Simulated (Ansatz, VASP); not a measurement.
# MgB in VASP and in Ansatz

```xyz
2
Lattice="2.8931 0.0000 0.0000 0.0000 2.8931 0.0000 0.0000 0.0000 2.8931" Properties=species:S:1:pos:R:3 pbc="T T T"
B     0.0000    0.0000    0.0000
Mg    1.4465    1.4465    1.4465
```

Alike in both runs: task electric field gradients; functional r2SCAN; k mesh 11 × 11 × 11; occupations fermi-dirac, width 0.05 eV; no spin polarisation.

|  | VASP | Ansatz |
| --- | --- | --- |
| version | VASP 6.6.1 | Ansatz 0.2.0 |
| potentials or method | VASP PAW PBE potentials, release 64 (B, Mg) | PAW with Ansatz's default frozen-core files, scalar-relativistic |
| plane-wave cutoff (eV) | 580 | 500 |
| valence electrons in the cell | 5 | 13 |

Ansatz gave:

| Quantity | Value |
| --- | --- |
| pressure (GPa) | -0.9 |

Q: What did VASP give for the same quantities?

A: Pressure (GPa): -1.4.

VASP's potentials were made for PBE, not for r2SCAN. With one functional, cell and mesh, what is left measures potentials, basis and numerics. VASP's potentials hold 5 valence electrons a cell and Ansatz's 13, so a difference there can come from the potentials and not from the codes.
